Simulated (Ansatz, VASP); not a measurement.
**Two plane-wave programs on Re**

```
Re
1.0
     2.72747    0.00000    0.00000
    -1.36373    2.36206    0.00000
     0.00000    0.00000    4.40641
Re
2
Cartesian
  0.0000 1.5747 0.8953
  1.3637 0.7874 3.5111
```

Change from the starting cell: mode 4 frozen in at -0.208 Å, equal normal strain along x, y and z -0.0083.

Alike in both runs: task single point; functional PBEsol; k mesh 18 × 18 × 10; occupations gaussian, width 0.15 eV; no spin polarisation.

```csv
,VASP,Ansatz
version,VASP 6.6.1,Ansatz 0.2.0
potentials or method,"VASP PAW PBE potentials, release 64 (Re), cutoff 520 eV","scalar-relativistic, plane waves, PAW"
valence electrons in the cell,14,30
```

|  | VASP | Ansatz | Ansatz less VASP |
| --- | --- | --- | --- |
| gap on the k mesh at the Fermi level (eV) | none | none | - |
| pressure (GPa) | 45.7 | 45.3 | -0.36 |
| traceless stress, the component that is largest in VASP (GPa) | 11.48 | 12.64 | +1.166 |
| rms of the force components (eV/Å) | 4.375 | 4.470 | +0.0956 |

VASP's potentials were made for PBE, not for PBEsol. Atom by atom the forces differ by 0.096 eV/Å (rms over components). A gap of «none» marks a metal or a gap that the smearing closes. Both programs put the cell under a high pressure, so it lies far from rest at this level. VASP's potentials hold 14 valence electrons a cell and Ansatz's 30, so a difference there can come from the potentials and not from the codes.

Spin-orbit coupling is off throughout.
